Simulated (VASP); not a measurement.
Set up this calculation in VASP 6.6.1, as the native input.

* Task: relaxation of cell and atoms
* Functional: r2SCAN
* Potentials or basis: VASP PAW PBE potentials, release 64 (La, Zn)
* Cutoff: 600 eV
* k mesh: 9 × 9 × 9
* Occupations: fermi-dirac, width 0.1 eV
* Spin: no spin polarisation
* Dipole correction: no
* Further INCAR settings: ALGO = Normal; EDIFF = 1e-06; IBRION = 2; EDIFFG = -0.01; NSW = 80; ISIF = 3

LaZn:

```
La Zn
1.0
     3.75000    0.00000    0.00000
     0.00000    3.75000    0.00000
     0.00000    0.00000    3.75000
La Zn
1 1
Direct
  0.50000 0.50000 0.50000
  0.00000 0.00000 0.00000
```

The input as run:

POSCAR

```
LaZn
1.0
    3.7500000000      0.0000000000      0.0000000000
    0.0000000000      3.7500000000      0.0000000000
    0.0000000000      0.0000000000      3.7500000000
La Zn
1 1
Direct
    0.5000000000      0.5000000000      0.5000000000
    0.0000000000      0.0000000000      0.0000000000
```

INCAR.step1

```
SYSTEM = LaZn
  PREC = Accurate
  ENCUT = 600
  ISMEAR = -1
  SIGMA = 0.1
  LREAL = .FALSE.
  LASPH = .TRUE.
  NELM = 60
  GGA = PE
  ALGO = Normal
  EDIFF = 1E-4
  LWAVE = .TRUE.
  LCHARG = .FALSE.
```

INCAR.step2

```
SYSTEM = LaZn
  PREC = Accurate
  ENCUT = 600
  EDIFF = 1E-6
  ISMEAR = -1
  SIGMA = 0.1
  LREAL = .FALSE.
  LASPH = .TRUE.
  NELM = 60
  ALGO = Normal
  ISIF = 3
  LWAVE = .FALSE.
  LCHARG = .FALSE.
  METAGGA = R2SCAN
  LMIXTAU = .TRUE.
  IBRION = 2
  NSW = 80
  EDIFFG = -0.01
  ISTART = 1
```

KPOINTS

```
Automatic mesh
0
G
  9 9 9
  0 0 0
```

Potentials or basis: VASP PAW PBE potentials, release 64 (La, Zn).

Command:

```bash
$ cat potpaw_PBE.64/La/POTCAR potpaw_PBE.64/Zn/POTCAR > POTCAR
$ cp INCAR.step1 INCAR
$ mpirun -np 1 vasp_std > vasp.out
$ cp INCAR.step2 INCAR
$ mpirun -np 1 vasp_std > vasp.out
```

It gave:

* Relaxed volume: 26.57 Å³/atom
* Relaxed cell: a = 3.760 Å, b = 3.760 Å, c = 3.760 Å, α = 90.00°, β = 90.00°, γ = 90.00°
* Space group after relaxing (to 0.05 Å): Pm-3m (No. 221)
* Energy gained by relaxing: 0.2 meV/atom
* Ionic steps: 2
* Pressure after relaxing: 0.0 GPa

Caveat: the PAW data sets were made with another functional, which shifts forces and pressure a little.

It took 3.2 min on 1 thread of Intel(R) Xeon(R) Platinum 8375C CPU @ 2.90GHz (Ice Lake) (shared host), peak memory 0.21 GiB.
